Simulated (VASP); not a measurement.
H4C, 40 atoms in the cell. The cell holds an amorphous packing of atoms, 40 atoms: a = 7.683 Å, b = 7.683 Å, c = 7.683 Å, α = 90.00°, β = 90.00°, γ = 90.00°. 

```yaml
Program: VASP 6.6.1
Task: relaxation of the atoms
Functional: PBE
Dispersion: D3(BJ)
Potentials_or_basis: VASP PAW PBE potentials, release 64 (C, H)
Cutoff: 520 eV
k_mesh: 1 × 1 × 1
Occupations: fermi-dirac, width 0.05 eV
Spin: no spin polarisation
Dipole_correction: no
Further_INCAR_settings: LREAL = Auto; ALGO = Normal; EDIFF = 1e-06; IBRION = 2; EDIFFG = -0.3; NSW = 35
```

Potentials or basis: VASP PAW PBE potentials, release 64 (C, H).

Launch:

```console
$ cat potpaw_PBE.64/C/POTCAR potpaw_PBE.64/H/POTCAR > POTCAR
$ mpirun -np 1 vasp_gam > vasp.out
```

Hardware: 1 thread of Intel(R) Xeon(R) Platinum 8488C (Sapphire Rapids), with other jobs on the host.

Problem. Estimate the wall time of this run.

Solution. Wall time 8.5 min on 1 thread of Intel(R) Xeon(R) Platinum 8488C (Sapphire Rapids) (shared host), peak memory 0.5 GiB. Counts: scf iterations 151, k points 1, ion steps 20.
